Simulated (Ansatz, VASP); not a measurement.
# BN in VASP and in Ansatz

```
CELL_PARAMETERS angstrom
-0.01808 1.79846 1.79846
1.79846 -0.01808 1.79846
1.79846 1.79846 -0.01808
ATOMIC_POSITIONS crystal
B 0.00000 0.00000 0.00000
N 0.75000 0.75000 0.75000
```

Change from the starting cell: equal xy, yz and zx shear strains of -1 %, crystal datasets.

Alike in both runs: task electric field gradients; functional PBE; k mesh 13 × 13 × 13; occupations fermi-dirac, width 0.03 eV; no spin polarisation.

|  | VASP | Ansatz |
| --- | --- | --- |
| version | VASP 6.6.1 | Ansatz 0.2.0 |
| potentials or method | VASP PAW PBE potentials, release 64 (B, N), cutoff 520 eV | all-electron PAW with datasets made for the crystal, scalar-relativistic |

VASP gave:

* gap on the k mesh at the Fermi level (eV): 4.49
* pressure (GPa): 3.4
* traceless stress, the component that is largest in VASP (GPa): 4.60
* rms of the force components (eV/Å): 0.026
* size of Vzz on the site where it differs most (V/Å²): 3.3

Q: Estimate Ansatz's values.

A: gap on the k mesh at the Fermi level (eV): 4.50; pressure (GPa): 3.2; traceless stress, the component that is largest in VASP (GPa): 4.57; rms of the force components (eV/Å): 0.024; size of Vzz on the site where it differs most (V/Å²): 3.1.

Atom by atom the forces differ by 0.002 eV/Å (rms over components). Ansatz ran all-electron here, and VASP with PAW potentials.
